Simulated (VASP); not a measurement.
# Ge (P6_3/mmc) in VASP: further runs

Runs on Ge. Level: r2SCAN. Tasks: single point.

Everything below comes from runs of VASP 6.6.1. Logs are shortened: lines on timing, memory, paths and dates and some standing lists are left out, and cuts for length are marked.

## 1. The cell of the first run

It takes space group P6_3/mmc (No. 194, hexagonal). The conventional cell has a = 2.899 Å, b = 2.899 Å, c = 9.113 Å, α = 90.00°, β = 90.00°, γ = 120.00°. Ge (site symmetry -3m) has 12 Ge at 2.83 to 2.90 Å within 3.7 Å. Ge (site symmetry -6m2) has 12 Ge at 2.83 to 2.90 Å within 3.7 Å.

This isn't the form of Ge at room conditions, which is diamond.

## 2. Single point, r2SCAN (16.58 Å³/atom)

File POSCAR:

```
Ge
1.0
    2.8992578157      0.0000000000      0.0000000000
   -1.4496289078      2.5108309205      0.0000000000
    0.0000000000      0.0000000000      9.1125055667
Ge
4
Direct
    1.0000000000      0.0000000000      1.0000000000
    1.0000000000      0.0000000000      0.5000000000
    0.3333333333      0.6666666667      0.2500000000
    0.6666666667      0.3333333333      0.7500000000
```

File INCAR.step1:

```
PREC     = Accurate       # precision mode
ENCUT    = 520            # plane-wave cutoff, eV
ISMEAR   = -1             # smearing method
SIGMA    = 0.1            # smearing width, eV
LREAL    = F              # projectors in reciprocal space
LASPH    = T              # aspherical terms in the spheres
NELM     = 60             # most SCF steps
NBANDS   = 36             # bands
GGA      = PE             # functional
ALGO     = Normal         # electronic algorithm
EDIFF    = 1E-4           # SCF threshold, eV
LWAVE    = T              # write WAVECAR
LCHARG   = F              # write CHGCAR
```

File INCAR.step2:

```
PREC     = Accurate       # precision mode
ENCUT    = 520            # plane-wave cutoff, eV
EDIFF    = 1E-6           # SCF threshold, eV
ISMEAR   = -1             # smearing method
SIGMA    = 0.1            # smearing width, eV
LREAL    = F              # projectors in reciprocal space
LASPH    = T              # aspherical terms in the spheres
NELM     = 60             # most SCF steps
ALGO     = Normal         # electronic algorithm
ISIF     = 2              # what is computed and relaxed
LWAVE    = F              # write WAVECAR
LCHARG   = T              # write CHGCAR
METAGGA  = R2SCAN         # meta-GGA
LMIXTAU  = T            
LELF     = T              # ELF
LVHAR    = T            
NBANDS   = 36             # bands
ISTART   = 1
```

File KPOINTS:

```
regular mesh
0
Gamma
  13 13 4
```

Potentials or basis: VASP PAW PBE potentials, release 64 (Ge_d).

Run with:

```
> cat potpaw_PBE.64/Ge_d/POTCAR > POTCAR
> cp INCAR.step1 INCAR
> mpirun -np 1 vasp_std > vasp.out
> cp INCAR.step2 INCAR
> mpirun -np 1 vasp_std > vasp.out
```

OUTCAR:

```text
PREC = Accurate
   ENCUT = 520
   EDIFF = 1E-6
   ISMEAR = -1
   LREAL = F
   LASPH = T
   NELM = 60
   ISIF = 2
   METAGGA = R2SCAN
   ISTART = 1

 ion  position               nearest neighbor table
   1  0.000  0.000  0.000-   3 2.83   4 2.83   3 2.83   4 2.83   4 2.83   3 2.83
   2  0.000  0.000  0.500-   3 2.83   4 2.83   3 2.83   4 2.83   4 2.83   3 2.83
   3  0.333  0.667  0.250-   1 2.83   2 2.83   1 2.83   2 2.83   1 2.83   2 2.83
   4  0.667  0.333  0.750-   1 2.83   2 2.83   1 2.83   2 2.83   1 2.83   2 2.83

  LATTYP: Found a hexagonal cell.
 ALAT       =     2.8992578157
 C/A-ratio  =     3.1430476853

  Lattice vectors:

 A1 = (   2.8992578157,   0.0000000000,   0.0000000000)
 A2 = (  -1.4496289078,   2.5108309205,   0.0000000000)
 A3 = (   0.0000000000,   0.0000000000,   9.1125055667)

Analysis of symmetry for initial positions (statically):
=====================================================================
 Subroutine PRICEL returns:
 Original cell was already a primitive cell.

 Routine SETGRP: Setting up the symmetry group for a
 hexagonal supercell.

 Subroutine GETGRP returns: Found 24 space group operations
 (whereof 12 operations were pure point group operations)
 out of a pool of 24 trial point group operations.

The static configuration has the point symmetry D_3d.
 The point group associated with its full space group is D_6h.

Analysis of symmetry for dynamics (positions and initial velocities):
=====================================================================
 Subroutine PRICEL returns:
 Original cell was already a primitive cell.

 Routine SETGRP: Setting up the symmetry group for a
 hexagonal supercell.

 Subroutine GETGRP returns: Found 24 space group operations
 (whereof 12 operations were pure point group operations)
 out of a pool of 24 trial point group operations.

The dynamic configuration has the point symmetry D_3d.
 The point group associated with its full space group is D_6h.

 Subroutine INISYM returns: Found 24 space group operations
 (whereof 12 operations are pure point group operations),
 and found     1 'primitive' translations

----------------------------------------------------------------------------------------

                                     Primitive cell

  volume of cell :      66.3349
[... 89 lines left out ...]
   LSORBIT =      F    spin-orbit coupling
   LASPH  =      T    aspherical Exc in radial PAW
   ENCUT  =  520.0 eV  38.22 Ry    6.18 a.u.   5.39  5.39 16.94*2*pi/ulx,y,z
   NELM   =     60;   NELMIN=  2; NELMDL=  0     # of ELM steps
   EDIFF  = 0.1E-05   stopping-criterion for ELM
   LREAL  =      F    real-space projection
   EDIFFG = 0.1E-04   stopping-criterion for IOM
   NSW    =      0    number of steps for IOM
   IBRION =     -1    ionic relax: 0-MD 1-quasi-New 2-CG
   NFREE  =      0    steps in history (QN), initial steepest desc. (CG)
   ISIF   =      2    stress and relaxation
   ISYM   =      2    0-nonsym 1-usesym 2-fastsym
   POTIM  = 0.5000    time-step for ionic-motion
   TEBEG  =    0.0;   TEEND  =   0.0 temperature during run
   PSTRESS=    0.0 pullay stress
   NELECT =      56.0000    total number of electrons
   NUPDOWN=      -1.0000    fix difference up-down
   EMIN   =  10.00;   EMAX   =-10.00  energy-range for DOS
   EFERMI =   0.00;   METHOD = LEGACY
   ISMEAR =    -1;   SIGMA  =   0.10  broadening in eV -4-tet -1-fermi 0-gaus
   EFERMI_NEDOS =   21; number of points for ismear=-14 and -15
   IALGO  =     38    algorithm
   IMIX   =      4    mixing-type and parameters
     AMIX     =   0.40;   BMIX     =  1.00
     AMIX_MAG =   1.60;   BMIX_MAG =  1.00
  volume/ion in A,a.u.               =      16.58       111.91
  Fermi-wavevector in a.u.,A,eV,Ry     =   1.547237  2.923854 32.571557  2.393942
  Thomas-Fermi vector in A             =   2.652359
   LORBIT       =      0    0 simple, 1 ext, 2 COOP (PROOUT), +10 PAW based schemes
   METAGGA = R2SCAN    functional components
   LHFCALC =     F    Hartree Fock is set to
   AEXX    =    0.0000 exact exchange contribution
   IVDW    =     0    specifies the selected vdW correction
   LEPSILON=     F    determine dielectric tensor
   LRPA    =     F    only Hartree local field effects (RPA)
 non-spin polarized calculation
  energy-cutoff  :      520.00
  volume of cell :       66.33
 maximum number of plane-waves:      1822
 NGX is ok and might be reduce to    24
   NGX = 11   NGY = 11   NGZ = 33

 number of electron      56.0000038 magnetization

 Free energy of the ion-electron system (eV)
  ---------------------------------------------------
  ext. energy  EPLUGINS =         0.00000000
  ---------------------------------------------------
  free energy    TOTEN  =       -52.87651556 eV

  energy without entropy =      -52.82091086  energy(sigma->0) =      -52.84871321

 E-fermi :   8.2627     XC(G=0): -13.2480

 val. band max:        8.2511006575   @ k =   0.3077   0.1538   0.5000
 cond. band min:       8.3039583231   @ k =   0.1538   0.0000   0.2500
 fundamental gap:      0.0528576655
 Fermi energy:         8.2627319658

 k-point     1 :       0.0000    0.0000    0.0000
  band No.  band energies     occupation
      1     -17.4204      2.00000
      2     -17.4112      2.00000
      3     -17.4028      2.00000
      4     -17.4028      2.00000
      5     -17.3983      2.00000
      6     -17.3983      2.00000
[... 925 lines left out ...]
     35      17.6623      0.00000
     36      18.3027      0.00000

 [... further k-points ...]

------------------------ aborting loop because EDIFF is reached ----------------------------------------

  FORCE on cell =-STRESS in cart. coord.  units (eV):
  Direction    XX          YY          ZZ          XY          YZ          ZX
  --------------------------------------------------------------------------------------
  -------------------------------------------------------------------------------------
  Total        4.4680646      4.4680646      5.4469976      0.0000000      0.0000000      0.0000000
  in kB      107.9165156    107.9165156    131.5605434      0.0000000      0.0000000      0.0000000
  external PRESSURE =     115.7978582 kB  Pullay stress =       0.0000000 kB

 VOLUME and BASIS-vectors are now :
 -----------------------------------------------------------------------------
  energy-cutoff  :      520.00
  volume of cell :       66.33
      direct lattice vectors                 reciprocal lattice vectors
     2.899257816  0.000000000  0.000000000     0.344915859  0.199137264  0.000000000
    -1.449628908  2.510830921  0.000000000     0.000000000  0.398274528  0.000000000
     0.000000000  0.000000000  9.112505567     0.000000000  0.000000000  0.109739302

 POSITION                                       TOTAL-FORCE (eV/Angst)
 -----------------------------------------------------------------------------------
      0.00000      0.00000      0.00000        -0.000000      0.000000      0.000000
      0.00000      0.00000      4.55625        -0.000000      0.000000      0.000000
     -0.00000      1.67389      2.27813        -0.000000      0.000000      0.000000
      1.44963      0.83694      6.83438         0.000000     -0.000000     -0.000000
 -----------------------------------------------------------------------------------
    total drift:                               -0.000000      0.000000      0.000000

  FREE ENERGIE OF THE ION-ELECTRON SYSTEM (eV)
  ---------------------------------------------------
  free  energy   TOTEN  =       -52.8765155564 eV

  energy  without entropy=      -52.8209108586  energy(sigma->0) =      -52.84871321
```

OSZICAR.step1:

```text
N       E                     dE             d eps       ncg     rms          rms(c)
DAV:   1     0.461032145861E+03    0.46103E+03   -0.27105E+04  5280   0.465E+03
DAV:   2     0.604974991449E+02   -0.40053E+03   -0.39099E+03  4536   0.787E+02
DAV:   3    -0.124909230592E+02   -0.72988E+02   -0.71588E+02  5020   0.198E+02
DAV:   4    -0.162825311053E+02   -0.37916E+01   -0.37477E+01  5312   0.518E+01
DAV:   5    -0.163538214526E+02   -0.71290E-01   -0.71237E-01  5088   0.773E+00    0.284E+00
DAV:   6    -0.163052639310E+02    0.48558E-01   -0.49103E-02  5916   0.303E+00    0.156E+00
DAV:   7    -0.162809432551E+02    0.24321E-01   -0.35808E-02  6024   0.349E+00    0.123E-01
DAV:   8    -0.162803721408E+02    0.57111E-03   -0.42588E-03  5516   0.307E+00    0.624E-02
DAV:   9    -0.162803589207E+02    0.13220E-04   -0.19293E-03  4380   0.654E-01    0.303E-02
DAV:  10    -0.162803330652E+02    0.25855E-04   -0.12216E-04  2968   0.449E-01
   1 F= -.16280333E+02 E0= -.16250647E+02  d E =-.593717E-01
```

It took 4.1 min on 1 thread of AMD EPYC 9R45 (Zen 5), shared host; peak memory 0.23 GiB.

What came out:

| Quantity | Value |
| --- | --- |
| Free energy | -52.8765 eV |
| Pressure | 11.6 GPa |
| Band gap on the k mesh | zero (bands 28 and 29 overlap by 11.14 eV) |

Stress tensor (GPa, compression positive):
```
10.79  0.00  0.00
 0.00 10.79  0.00
 0.00  0.00 13.16
```

Caveat: the cell stands under pressure; the PAW data sets were made with another functional, which shifts forces and pressure a little.

## 3. Single point, r2SCAN

This run uses another cell than the first one, of 18.85 Å³/atom.

File POSCAR:

```
Ge
1.0
    3.0254683394      0.0000000000      0.0000000000
   -1.5127341697      2.6201324403      0.0000000000
    0.0000000000      0.0000000000      9.5091912612
Ge
4
Direct
    1.0000000000      0.0000000000      1.0000000000
    1.0000000000      0.0000000000      0.5000000000
    0.3333333333      0.6666666667      0.2500000000
    0.6666666667      0.3333333333      0.7500000000
```

File INCAR.step1:

```
PREC = Accurate ; ENCUT = 520
ISMEAR = -1 ; SIGMA = 0.1
LREAL = F ; LASPH = T
NELM = 60 ; NBANDS = 36
GGA = PE ; ALGO = Normal
EDIFF = 1E-4 ; LWAVE = T
LCHARG = F
```

File INCAR.step2:

```
PREC = Accurate ; ENCUT = 520
EDIFF = 1E-6 ; ISMEAR = -1
SIGMA = 0.1 ; LREAL = F
LASPH = T ; NELM = 60
ALGO = Normal ; ISIF = 2
LWAVE = F ; LCHARG = T
METAGGA = R2SCAN ; LMIXTAU = T
LELF = T ; LVHAR = T
NBANDS = 36 ; ISTART = 1
```

File KPOINTS:

```
Automatic mesh
0
Gamma
  12 12 4
```

Potentials or basis: VASP PAW PBE potentials, release 64 (Ge_d).

Run with:

```
> cat potpaw_PBE.64/Ge_d/POTCAR > POTCAR
> cp INCAR.step1 INCAR
> mpirun -np 1 vasp_std > vasp.out
> cp INCAR.step2 INCAR
> mpirun -np 1 vasp_std > vasp.out
```

OUTCAR:

```text
PREC = Accurate
   ENCUT = 520
   EDIFF = 1E-6
   ISMEAR = -1
   LREAL = F
   LASPH = T
   NELM = 60
   ISIF = 2
   METAGGA = R2SCAN
   ISTART = 1

 ion  position               nearest neighbor table
   1  0.000  0.000  0.000-
   2  0.000  0.000  0.500-
   3  0.333  0.667  0.250-
   4  0.667  0.333  0.750-

  LATTYP: Found a hexagonal cell.
 ALAT       =     3.0254683394
 C/A-ratio  =     3.1430476853
[... 1133 lines left out ...]

  FORCE on cell =-STRESS in cart. coord.  units (eV):
  Direction    XX          YY          ZZ          XY          YZ          ZX
  --------------------------------------------------------------------------------------
  -------------------------------------------------------------------------------------
  Total       -0.0608164     -0.0608164     -0.0603364      0.0000000     -0.0000000      0.0000000
  in kB       -1.2926240     -1.2926240     -1.2824204      0.0000000     -0.0000000      0.0000000
  external PRESSURE =      -1.2892228 kB  Pullay stress =       0.0000000 kB

 VOLUME and BASIS-vectors are now :
 -----------------------------------------------------------------------------
  energy-cutoff  :      520.00
  volume of cell :       75.38
      direct lattice vectors                 reciprocal lattice vectors
     3.025468339  0.000000000  0.000000000     0.330527339  0.190830048  0.000000000
    -1.512734170  2.620132440  0.000000000     0.000000000  0.381660096  0.000000000
     0.000000000  0.000000000  9.509191261     0.000000000  0.000000000  0.105161414

 POSITION                                       TOTAL-FORCE (eV/Angst)
 -----------------------------------------------------------------------------------
      0.00000      0.00000      0.00000        -0.000000      0.000000     -0.000000
      0.00000      0.00000      4.75460        -0.000000      0.000000     -0.000000
     -0.00000      1.74675      2.37730        -0.000000      0.000000      0.000000
      1.51273      0.87338      7.13189         0.000000      0.000000     -0.000000
 -----------------------------------------------------------------------------------
    total drift:                               -0.000000      0.000000      0.000000

  FREE ENERGIE OF THE ION-ELECTRON SYSTEM (eV)
  ---------------------------------------------------
  free  energy   TOTEN  =       -53.1779895240 eV

  energy  without entropy=      -53.1210483649  energy(sigma->0) =      -53.14951894
```

OUTCAR.step1:

```text
PREC = Accurate
   ENCUT = 520
   ISMEAR = -1
   LREAL = F
   LASPH = T
[... 1166 lines left out ...]
      0.00000      0.00000      0.00000        -0.000000      0.000000     -0.000000
      0.00000      0.00000      4.75460        -0.000000      0.000000     -0.000000
     -0.00000      1.74675      2.37730        -0.000000      0.000000     -0.000000
      1.51273      0.87338      7.13189         0.000000     -0.000000      0.000000
 -----------------------------------------------------------------------------------
    total drift:                               -0.000000      0.000000      0.000000

  FREE ENERGIE OF THE ION-ELECTRON SYSTEM (eV)
  ---------------------------------------------------
  free  energy   TOTEN  =       -16.7274813432 eV

  energy  without entropy=      -16.6662220768  energy(sigma->0) =      -16.69685171
```

Wall time 5 min (1 thread of AMD EPYC 9R45 (Zen 5), shared host); peak memory 0.24 GiB.

Results:

```
Free energy            : -53.1780 eV
Pressure               : -0.1 GPa
Band gap on the k mesh : zero (bands 28 and 29 overlap by 10.27 eV)
```

Levels at points of the mesh, in eV from the Fermi level:
| k point | band 25 | band 26 | band 27 | band 28 | band 29 | band 30 | band 31 | band 32 |
| --- | --- | --- | --- | --- | --- | --- | --- | --- |
| (0.00, 0.00, 0.00) | -5.75 | 1.96 | 1.98 | 6.65 | 6.65 | 7.55 | 7.55 | 7.78 |
| (0.50, 0.00, 0.00) | -5.63 | -5.27 | -2.07 | -1.62 | -0.47 | 0.57 | 2.34 | 4.07 |
| (0.00, 0.00, 0.50) | -2.66 | -2.66 | 6.93 | 6.93 | 6.93 | 6.93 | 7.05 | 7.05 |
| (0.50, 0.00, 0.50) | -4.25 | -4.25 | -3.64 | -3.64 | 2.11 | 2.11 | 2.79 | 2.79 |

Caveat: the PAW data sets were made with another functional, which shifts forces and pressure a little.

## 4. Single point, r2SCAN (17.34 Å³/atom)

This run uses another cell than the first one, of 17.34 Å³/atom.

File POSCAR:

```
Ge
1.0
    2.9425367010      0.0000000000      0.0000000000
   -1.4712683505      2.5483115346      0.0000000000
    0.0000000000      0.0000000000      9.2485331670
Ge
4
Direct
    1.0000000000      0.0000000000      1.0000000000
    1.0000000000      0.0000000000      0.5000000000
    0.3333333333      0.6666666667      0.2500000000
    0.6666666667      0.3333333333      0.7500000000
```

File INCAR.step1:

```
SYSTEM = Ge
PREC = Accurate
ENCUT = 520
ISMEAR = -1
SIGMA = 0.1
LREAL = .False.
LASPH = .True.
NELM = 80
NBANDS = 36
GGA = PE
ALGO = Normal
EDIFF = 1E-4
LWAVE = .True.
LCHARG = .False.
```

File INCAR.step2:

```
SYSTEM = Ge
PREC = Accurate
ENCUT = 520
EDIFF = 1E-7
ISMEAR = -1
SIGMA = 0.1
LREAL = .False.
LASPH = .True.
NELM = 80
ALGO = Normal
ISIF = 2
LWAVE = .False.
LCHARG = .False.
METAGGA = R2SCAN
LMIXTAU = .True.
NBANDS = 36
ISTART = 1
```

File KPOINTS:

```
regular mesh
0
Gamma
  13 13 4
  0 0 0
```

Run with:

```
> cat potpaw_PBE.64/Ge_d/POTCAR > POTCAR
> cp INCAR.step1 INCAR
> mpirun -np 1 vasp_std > vasp.out
> cp INCAR.step2 INCAR
> mpirun -np 1 vasp_std > vasp.out
```

It took 5.8 min on 1 thread of AMD EPYC 9R45 (Zen 5), shared host; peak memory 0.24 GiB.

Results (log left out):

| Item | Value |
| --- | --- |
| Free energy | -53.0479 eV |
| Pressure | 6.8 GPa |
| Band gap on the k mesh | zero (bands 28 and 29 overlap by 10.62 eV) |

Stress tensor (GPa, compression positive):
```
5.99 0.00 0.00
0.00 5.99 0.00
0.00 0.00 8.40
```

Levels at points of the mesh, in eV from the Fermi level:
```tsv
k point	band 25	band 26	band 27	band 28	band 29	band 30	band 31	band 32
(0.00, 0.00, 0.00)	-6.35	2.10	2.11	7.17	7.17	8.13	8.13	8.42
(0.00, 0.00, 0.50)	-2.87	-2.87	7.48	7.48	7.48	7.48	7.59	7.59
```

Caveat: the cell stands under pressure; the PAW data sets were made with another functional, which shifts forces and pressure a little.

## 5. The runs side by side

| cell | k mesh | gap on the mesh (eV) | pressure (GPa) |
| --- | --- | --- | --- |
| a = 2.899, b = 2.899, c = 9.113 Å, angles 90.0, 90.0, 120.0°, 4 atoms | 13 × 13 × 4 | none | 11.6 |
| a = 3.025, b = 3.025, c = 9.509 Å, angles 90.0, 90.0, 120.0°, 4 atoms | 12 × 12 × 4 | none | -0.1 |
| a = 2.943, b = 2.943, c = 9.249 Å, angles 90.0, 90.0, 120.0°, 4 atoms | 13 × 13 × 4 | none | 6.8 |

Alike in all rows: task single point; level r2SCAN; potentials or basis VASP PAW PBE potentials, release 64 (Ge_d); no spin polarisation; cutoff (eV) 520; smearing fermi-dirac 0.1 eV.

Caveats: the PAW data sets were made with another functional, which shifts forces and pressure a little; the cell stands under pressure (at least some runs).

Total energies depend on the potentials used, so only differences within one code and one set of settings carry meaning.
